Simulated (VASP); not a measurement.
Wanted: the native input for a VASP 6.6.1 run.

- Task: single point
- Functional: PBE
- Dispersion: D3(BJ)
- Potentials or basis: VASP PAW PBE potentials, release 64 (B, N)
- Cutoff: 520 eV
- k mesh: 12 × 12 × 4
- Occupations: gaussian, width 0.02 eV
- Spin: no spin polarisation
- Dipole correction: no
- Further INCAR settings: ALGO = Normal; EDIFF = 1e-06; NBANDS = 16

The structure of BN lies in POSCAR:

```
BN
1.0
    2.4975108949      0.0000000000      0.0000000000
   -1.2487554475      2.1629078812      0.0000000000
    0.0000000000      0.0000000000      6.0618963352
B N
2 2
Direct
    0.3333333333      0.6666666667      0.2500000000
    0.6666666667      0.3333333333      0.7500000000
    0.3333333333      0.6666666667      0.7500000000
    0.6666666667      0.3333333333      0.2500000000
```

This cell differs from its parent crystal: volume scaled by 0.91, then relaxed in part.

These files were run (other wordings do the same):

INCAR

```
PREC = Accurate
ENCUT = 520
EDIFF = 1E-6
ISMEAR = 0
SIGMA = 0.02
LREAL = False
LASPH = True
NELM = 100
ALGO = Normal
ISIF = 2
LWAVE = False
LCHARG = False
GGA = PE
IVDW = 12
NBANDS = 16
```

KPOINTS

```
regular mesh
0
Gamma
  12 12 4
```

Potentials or basis: VASP PAW PBE potentials, release 64 (B, N).

Command:

```bash
$ cat potpaw_PBE.64/B/POTCAR potpaw_PBE.64/N/POTCAR > POTCAR
$ mpirun -np 1 vasp_std > vasp.out
```

It gave:

```json
{
  "Pressure": "4.3 GPa",
  "Band gap on the k mesh": "4.11 eV, indirect (least direct gap 4.41 eV)",
  "Dispersion energy per atom": "-0.158 eV"
}
```

Run time: 25 s on 1 thread of Intel(R) Xeon(R) Platinum 8259CL CPU @ 2.50GHz (Skylake/Cascade Lake), on a shared host, peak memory 0.17 GiB.
